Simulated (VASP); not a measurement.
# Ti7SnO16 (P1) in VASP: single point with r2SCAN

Aim: the single point of Ti7SnO16 with r2SCAN.

All numbers are computed with VASP 6.6.1; they aren't measurements. Logs are shortened: lines on timing, memory, paths and dates and some standing lists are left out, and cuts for length are marked.

## Step 1: The cell of the first run

The typed cell holds 72 atoms: a = 9.243 Å, b = 9.243 Å, c = 8.923 Å, α = 90.00°, β = 90.00°, γ = 90.00°.

## Step 2: Single point, r2SCAN

Input file POSCAR:

```
Ti7SnO16
1.0
    9.2428800000      0.0000000000      0.0000000000
    0.0000000000      9.2432950000      0.0000000000
    0.0000000000      0.0000000000      8.9228540000
Ti Sn O
21 3 48
Direct
    0.9921490000      0.9923120000      0.9969240000
    0.0088990000      0.0077850000      0.6679300000
    0.9945910000      0.5069030000      0.0054920000
    0.0086630000      0.4921110000      0.3374440000
    0.9946040000      0.5047620000      0.6688780000
    0.4950460000      0.0064470000      0.0065120000
    0.5085730000      0.9919950000      0.3374140000
    0.4943420000      0.0047930000      0.6702240000
    0.4977130000      0.4977240000      0.0025670000
    0.4991420000      0.4989070000      0.3326740000
    0.5034610000      0.5023410000      0.6623620000
    0.2471830000      0.2448370000      0.1611980000
    0.2617690000      0.2529610000      0.4976110000
    0.2425110000      0.2598680000      0.8330420000
    0.2516130000      0.7504530000      0.1699710000
    0.2502410000      0.7486660000      0.4947580000
    0.7506240000      0.2516820000      0.1701140000
    0.7494100000      0.2492670000      0.4949030000
    0.7439430000      0.7401900000      0.1718900000
    0.7574260000      0.7504070000      0.5075280000
    0.7409890000      0.7578250000      0.8360590000
    0.0000770000      0.9995790000      0.3322580000
    0.2518790000      0.7482360000      0.8324020000
    0.7487180000      0.2513170000      0.8324320000
    0.1534160000      0.1546630000      0.9989670000
    0.1568110000      0.1562260000      0.3326130000
    0.1544100000      0.1531430000      0.6658130000
    0.1511680000      0.6471330000      0.0080600000
    0.1526850000      0.6533260000      0.3324410000
    0.1510860000      0.6470190000      0.6567420000
    0.6478650000      0.1504110000      0.0079330000
    0.6544060000      0.1515890000      0.3325330000
    0.6471960000      0.1508010000      0.6567750000
    0.6514910000      0.6527830000      0.9988980000
    0.6511020000      0.6501190000      0.3320690000
    0.6529690000      0.6520610000      0.6661390000
    0.3470410000      0.3479560000      0.9988820000
    0.3492790000      0.3483190000      0.3328810000
    0.3480800000      0.3476370000      0.6661190000
    0.3531400000      0.8485100000      0.0080830000
    0.3468030000      0.8473780000      0.3326060000
    0.3529740000      0.8491850000      0.6566160000
    0.8491910000      0.3524080000      0.0080890000
    0.8483070000      0.3457660000      0.3325640000
    0.8494840000      0.3525410000      0.6567840000
    0.8464070000      0.8467980000      0.9987200000
    0.8435650000      0.8428180000      0.3322910000
    0.8466480000      0.8458880000      0.6663460000
    0.0976910000      0.4027760000      0.1680880000
    0.0992010000      0.4020200000      0.4969100000
    0.0964130000      0.4018910000      0.8314020000
    0.1012910000      0.8988610000      0.1558520000
    0.1012020000      0.8987180000      0.5085180000
    0.0953230000      0.9051820000      0.8325700000
    0.5967320000      0.4023260000      0.1657430000
    0.5974680000      0.4029330000      0.4985780000
    0.5934260000      0.4066140000      0.8325620000
    0.5969600000      0.9018200000      0.1679260000
    0.5985340000      0.9010260000      0.4966290000
    0.5982260000      0.9035630000      0.8314470000
    0.4019240000      0.0984200000      0.1674440000
    0.4035280000      0.0980510000      0.4968240000
    0.4023240000      0.0957360000      0.8329420000
    0.4030500000      0.5962880000      0.1664290000
    0.4036030000      0.5966630000      0.4984710000
    0.4069150000      0.5930970000      0.8320500000
    0.8993160000      0.1007340000      0.1559940000
    0.8994560000      0.1005020000      0.5088390000
    0.9056310000      0.0948310000      0.8320650000
    0.9008420000      0.5976590000      0.1671720000
    0.9027130000      0.5970780000      0.4967790000
    0.9041120000      0.5975700000      0.8330810000
```

Input file INCAR.step1:

```
SYSTEM = Ti7SnO16
ALGO     = Normal         ! electronic algorithm
EDIFF    = 1E-5           ! SCF threshold, eV
ENCUT    = 660            ! plane-wave cutoff, eV
GGA      = PE             ! functional
GGA_COMPAT= .FALSE.      
ISMEAR   = -1             ! smearing method
ISYM     = 0            
LASPH    = .TRUE.         ! aspherical terms in the spheres
LCHARG   = .FALSE.        ! write CHGCAR
LREAL    = Auto         
LWAVE    = .TRUE.         ! write WAVECAR
NBANDS   = 333            ! bands
NCORE    = 4            
NELM     = 120            ! most SCF steps
PREC     = Accurate       ! precision mode
SIGMA    = 0.05           ! smearing width, eV
```

Input file INCAR.step2:

```
SYSTEM = Ti7SnO16
ALGO     = Normal         ! electronic algorithm
EDIFF    = 1E-6           ! SCF threshold, eV
ENCUT    = 660            ! plane-wave cutoff, eV
GGA_COMPAT= .FALSE.      
ISIF     = 2              ! what is computed and relaxed
ISMEAR   = -1             ! smearing method
ISTART   = 1            
ISYM     = 0            
LASPH    = .TRUE.         ! aspherical terms in the spheres
LCHARG   = .FALSE.        ! write CHGCAR
LMIXTAU  = .TRUE.       
LREAL    = Auto         
LWAVE    = .FALSE.        ! write WAVECAR
METAGGA  = R2SCAN         ! meta-GGA
NBANDS   = 333            ! bands
NCORE    = 4            
NELM     = 120            ! most SCF steps
PREC     = Accurate       ! precision mode
SIGMA    = 0.05           ! smearing width, eV
```

Input file KPOINTS:

```
Automatic mesh
0
Gamma
  1 1 1
  0.25 0.25 0.25
```

Potentials or basis: VASP PAW PBE potentials, release 64 (Ti_sv, Sn_d, O).

The run is started by

```console
$ cat potpaw_PBE.64/Ti_sv/POTCAR potpaw_PBE.64/Sn_d/POTCAR potpaw_PBE.64/O/POTCAR > POTCAR
$ cp INCAR.step1 INCAR
$ mpirun -np 4 vasp_std > vasp.out
$ cp INCAR.step2 INCAR
$ mpirun -np 4 vasp_std > vasp.out
```

OUTCAR:

```text
SYSTEM = Ti7SnO16
   EDIFF = 1E-6
   ENCUT = 660
   ISIF = 2
   ISMEAR = -1
   ISTART = 1
   ISYM = 0
   LASPH = .TRUE.
   LREAL = Auto
   METAGGA = R2SCAN
   NELM = 120
   PREC = Accurate

 ion  position               nearest neighbor table
   1  0.992  0.992  0.997-  46 1.90  69 1.92  54 1.93  67 1.94  52 1.94  25 2.12  22 2.99
   2  0.009  0.008  0.668-  27 1.90  54 1.92  69 1.92  53 1.94  68 1.94  48 2.12  22 3.00
   3  0.995  0.507  0.005-  70 1.88  72 1.94  28 1.94  43 1.96  49 1.98  51 2.06
   4  0.009  0.492  0.337-  50 1.85  49 1.91  71 1.98  29 2.00  44 2.01  70 2.06
   5  0.995  0.505  0.669-  72 1.89  45 1.95  71 1.95  30 1.96  51 1.97  50 2.05
   6  0.495  0.006  0.007-  61 1.88  31 1.94  63 1.95  40 1.96  58 1.97  60 2.06
   7  0.509  0.992  0.337-  59 1.85  58 1.91  62 1.98  32 2.00  41 2.01  61 2.06
   8  0.494  0.005  0.670-  63 1.88  42 1.95  33 1.96  62 1.96  60 1.97  59 2.06
   9  0.498  0.498  0.003-  64 1.93  55 1.93  57 1.95  66 1.95  37 1.96  34 2.02
  10  0.499  0.499  0.333-  65 1.95  64 1.95  56 1.95  55 1.96  38 1.96  35 1.98
  11  0.503  0.502  0.662-  56 1.93  65 1.94  57 1.94  66 1.95  36 1.96  39 2.03
  12  0.247  0.245  0.161-  25 1.88  26 1.93  37 1.96  61 1.97  49 2.01  38 2.04
  13  0.262  0.253  0.498-  38 1.90  39 1.91  62 1.94  26 1.98  27 2.02  50 2.04
  14  0.243  0.260  0.833-  51 1.88  37 1.95  25 1.95  39 1.96  27 1.97  63 2.12
  15  0.252  0.750  0.170-  41 1.92  29 1.93  40 1.95  52 1.96  28 1.96  64 2.00  16 2.90  23 3.01
[... 62 lines left out ...]
  71  0.903  0.597  0.497-   5 1.95  20 1.95   4 1.98
  72  0.904  0.598  0.833-   5 1.89   3 1.94  21 2.11

IMPORTANT INFORMATION: All symmetrisations will be switched off!
NOSYMM: (Re-)initialisation of all symmetry stuff for point group C_1.

----------------------------------------------------------------------------------------

                                     Primitive cell

  volume of cell :     762.3211

  direct lattice vectors                    reciprocal lattice vectors
     9.242880000  0.000000000  0.000000000     0.108191386  0.000000000  0.000000000
     0.000000000  9.243295000  0.000000000     0.000000000  0.108186529  0.000000000
     0.000000000  0.000000000  8.922854000     0.000000000  0.000000000  0.112071765

  length of vectors
     9.242880000  9.243295000  8.922854000     0.108191386  0.108186529  0.112071765

  position of ions in fractional coordinates (direct lattice)
     0.992149000  0.992312000  0.996924000
     0.008899000  0.007785000  0.667930000
     0.994591000  0.506903000  0.005492000
     0.008663000  0.492111000  0.337444000
     0.994604000  0.504762000  0.668878000
     0.495046000  0.006447000  0.006512000
[... 64 lines left out ...]
     0.902713000  0.597078000  0.496779000
     0.904112000  0.597570000  0.833081000

  ion indices of the primitive-cell ions
   primitive index   ion index
                 1           1
                 2           2
                 3           3
                 4           4
                 5           5
                 6           6
[... 64 lines left out ...]
                71          71
                72          72

----------------------------------------------------------------------------------------

 KPOINTS: Automatic mesh

Automatic generation of k-mesh.
 Grid dimensions read from file:
 generate k-points for:    1    1    1

 Generating k-lattice:

  Cartesian coordinates                     Fractional coordinates (reciprocal lattice)
[... 22 lines left out ...]
   number of dos      NEDOS =    301   number of ions     NIONS =     72
   total plane-waves  NPLWV = 512000
   dimension x,y,z NGX =    80 NGY =   80 NGZ =   80
   dimension x,y,z NGXF=   160 NGYF=  160 NGZF=  160
   ions per type =              21   3  48
   NGX,Y,Z   is equivalent  to a cutoff of  14.39, 14.39, 14.91 a.u.
   NGXF,Y,Z  is equivalent  to a cutoff of  28.78, 28.78, 29.81 a.u.
 SYSTEM =  Ti7SnO16
   PREC   = accura    normal or accurate (medium, high low for compatibility)
   ISTART =      1    job   : 0-new  1-cont  2-samecut
   ICHARG =      0    charge: 1-file 2-atom 10-const
   ISPIN  =      1    spin polarized calculation?
   LNONCOLLINEAR =      F non collinear calculations
   LSORBIT =      F    spin-orbit coupling
   LASPH  =      T    aspherical Exc in radial PAW
   ENCUT  =  660.0 eV  48.51 Ry    6.96 a.u.  19.36 19.36 18.69*2*pi/ulx,y,z
   NELM   =    120;   NELMIN=  2; NELMDL=  0     # of ELM steps
   EDIFF  = 0.1E-05   stopping-criterion for ELM
   LREAL  =      T    real-space projection
   EDIFFG = 0.1E-04   stopping-criterion for IOM
   NSW    =      0    number of steps for IOM
   IBRION =     -1    ionic relax: 0-MD 1-quasi-New 2-CG
   NFREE  =      0    steps in history (QN), initial steepest desc. (CG)
   ISIF   =      2    stress and relaxation
   ISYM   =      0    0-nonsym 1-usesym 2-fastsym
   POTIM  = 0.5000    time-step for ionic-motion
   TEBEG  =    0.0;   TEEND  =   0.0 temperature during run
   PSTRESS=    0.0 pullay stress
   NELECT =     582.0000    total number of electrons
   NUPDOWN=      -1.0000    fix difference up-down
   EMIN   =  10.00;   EMAX   =-10.00  energy-range for DOS
   EFERMI =   0.00;   METHOD = LEGACY
   ISMEAR =    -1;   SIGMA  =   0.05  broadening in eV -4-tet -1-fermi 0-gaus
   EFERMI_NEDOS =   21; number of points for ismear=-14 and -15
   IALGO  =     38    algorithm
   IMIX   =      4    mixing-type and parameters
     AMIX     =   0.40;   BMIX     =  1.00
     AMIX_MAG =   1.60;   BMIX_MAG =  1.00
  volume/ion in A,a.u.               =      10.59        71.45
  Fermi-wavevector in a.u.,A,eV,Ry     =   1.496247  2.827496 30.460097  2.238754
  Thomas-Fermi vector in A             =   2.608288
   LORBIT       =      0    0 simple, 1 ext, 2 COOP (PROOUT), +10 PAW based schemes
   METAGGA = R2SCAN    functional components
   LHFCALC =     F    Hartree Fock is set to
   AEXX    =    0.0000 exact exchange contribution
   IVDW    =     0    specifies the selected vdW correction
   LEPSILON=     F    determine dielectric tensor
   LRPA    =     F    only Hartree local field effects (RPA)
 non-spin polarized calculation
  energy-cutoff  :      660.00
  volume of cell :      762.32
 maximum number of plane-waves:     29346
 NGX is ok and might be reduce to    80
   NGX = 39   NGY = 39   NGZ = 37

 number of electron     581.9999987 magnetization

 Free energy of the ion-electron system (eV)
  ---------------------------------------------------
  ext. energy  EPLUGINS =         0.00000000
  ---------------------------------------------------
  free energy    TOTEN  =      -858.93256152 eV

  energy without entropy =     -858.93256152  energy(sigma->0) =     -858.93256152

 E-fermi :   5.7935     XC(G=0): -12.1387

 val. band max:        4.5588232052   @ k =   0.2500  -0.2500  -0.2500
 cond. band min:       7.1718157997   @ k =   0.2500  -0.2500  -0.2500
 fundamental gap:      2.6129925945
 Fermi energy:         5.7934829666

 k-point     1 :       0.2500    0.2500    0.2500
  band No.  band energies     occupation
      1     -54.4260      2.00000
      2     -54.4032      2.00000
      3     -54.3970      2.00000
      4     -54.3854      2.00000
      5     -54.3849      2.00000
      6     -54.3803      2.00000
[... 1213 lines left out ...]
    302       7.6032      0.00000
    303       7.6186      0.00000
 [bands above 303 left out]

------------------------ aborting loop because EDIFF is reached ----------------------------------------

  FORCE on cell =-STRESS in cart. coord.  units (eV):
  Direction    XX          YY          ZZ          XY          YZ          ZX
  --------------------------------------------------------------------------------------
  -------------------------------------------------------------------------------------
  Total        8.4549571      8.4469097     17.3722492     -0.6666909      0.0685149     -0.1357427
  in kB       17.7698629     17.7529495     36.5114196     -1.4011905      0.1439984     -0.2852917
  external PRESSURE =      24.0114107 kB  Pullay stress =       0.0000000 kB

 VOLUME and BASIS-vectors are now :
 -----------------------------------------------------------------------------
  energy-cutoff  :      660.00
  volume of cell :      762.32
      direct lattice vectors                 reciprocal lattice vectors
     9.242880000  0.000000000  0.000000000     0.108191386  0.000000000  0.000000000
     0.000000000  9.243295000  0.000000000     0.000000000  0.108186529  0.000000000
     0.000000000  0.000000000  8.922854000     0.000000000  0.000000000  0.112071765

 POSITION                                       TOTAL-FORCE (eV/Angst)
 -----------------------------------------------------------------------------------
      9.17031      9.17223      8.89541         0.054746      0.049054     -0.005939
      0.08225      0.07196      5.95984        -0.071416     -0.068277      0.009364
      9.19289      4.68545      0.04900         0.058281     -0.086486     -0.079849
      0.08007      4.54873      3.01096        -0.108769      0.105016     -0.087139
      9.19301      4.66566      5.96830         0.073680     -0.059535     -0.104779
      4.57565      0.05959      0.05811         0.059340     -0.098458     -0.108369
[... 64 lines left out ...]
      8.34367      5.51897      4.43269        -0.014489      0.014983      0.039201
      8.35660      5.52352      7.43346        -0.102370      0.095489      0.045678
 -----------------------------------------------------------------------------------
    total drift:                               -0.013050      0.010812     -0.053870

  FREE ENERGIE OF THE ION-ELECTRON SYSTEM (eV)
  ---------------------------------------------------
  free  energy   TOTEN  =      -858.9325615209 eV

  energy  without entropy=     -858.9325615209  energy(sigma->0) =     -858.93256152
```

Wall time 51 min (4 MPI ranks of Intel Xeon Platinum 8124M at 3.00GHz (Skylake/Cascade Lake), shared host); peak memory 0.55 GiB.

What came out:

```yaml
Free_energy: -858.9326 eV
Pressure: 2.4 GPa
Largest_force: 0.243 eV/Å
Band_gap_on_the_k_mesh: 2.61 eV
```

Forces in eV/Å, atoms in the order of the input:
```
Ti   0.055  0.049 -0.006
Ti  -0.071 -0.068  0.009
Ti   0.058 -0.086 -0.080
Ti  -0.109  0.105 -0.087
Ti   0.074 -0.060 -0.105
Ti   0.059 -0.098 -0.108
Ti  -0.104  0.093 -0.078
Ti   0.072 -0.070 -0.147
Ti   0.011  0.018 -0.123
Ti   0.017  0.014 -0.008
Ti  -0.025 -0.015  0.132
Ti   0.051  0.076  0.110
Ti  -0.084 -0.010 -0.028
Ti   0.072 -0.102 -0.039
Ti   0.021 -0.041 -0.153
Ti   0.033 -0.027  0.164
Ti  -0.035  0.008 -0.143
Ti  -0.021  0.032  0.154
Ti   0.036  0.075 -0.089
Ti  -0.085 -0.029 -0.195
Ti   0.092 -0.076 -0.070
Sn   0.001 -0.005  0.010
Sn  -0.007  0.008 -0.001
Sn   0.004 -0.002 -0.001
O   -0.094 -0.108 -0.050
O   -0.154 -0.153  0.020
O   -0.007  0.002 -0.015
O    0.054  0.060 -0.122
O   -0.054 -0.034 -0.013
O    0.043  0.056  0.128
O    0.066  0.062 -0.119
O   -0.039 -0.045 -0.018
O    0.059  0.043  0.128
O   -0.053 -0.068  0.023
O   -0.051 -0.055  0.084
O   -0.034 -0.025  0.022
O    0.031  0.041 -0.003
O    0.043  0.041 -0.061
O    0.074  0.057 -0.003
O   -0.052 -0.049 -0.124
O    0.039  0.058  0.002
O   -0.057 -0.044  0.126
O   -0.040 -0.056 -0.129
O    0.056  0.047  0.008
O   -0.052 -0.054  0.125
O    0.002  0.014  0.030
O    0.154  0.154  0.012
O    0.111  0.096  0.065
O    0.058 -0.058 -0.022
O    0.064 -0.074  0.110
O   -0.050  0.064  0.059
O   -0.084  0.087  0.192
O   -0.073  0.070 -0.184
O    0.159 -0.159 -0.001
O    0.054 -0.040  0.033
O    0.044 -0.059 -0.020
O    0.171 -0.173  0.004
O    0.064 -0.055  0.001
O    0.059 -0.054  0.128
O   -0.063  0.052  0.073
O   -0.034  0.036  0.087
O   -0.020  0.007  0.035
O   -0.097  0.111  0.065
O   -0.051  0.051  0.023
O   -0.052  0.050 -0.016
O   -0.152  0.152  0.004
O    0.073 -0.075  0.204
O    0.067 -0.066 -0.192
O   -0.160  0.161  0.001
O   -0.019  0.034  0.098
O   -0.014  0.015  0.039
O   -0.102  0.095  0.046
```

Levels at points of the mesh, in eV from the valence-band top:
```csv
k point,band 288,band 289,band 290,band 291,band 292,band 293,band 294,band 295
"(0.25, 0.25, 0.25)",-0.42,-0.41,-0.35,-0.01,2.65,2.73,2.74,2.81
```

Caveat: the PAW data sets were made with another functional, which shifts forces and pressure a little; spin-orbit coupling is left out, which moves the levels of the heavy elements; a shifted mesh leaves out Γ, where band edges can lie.
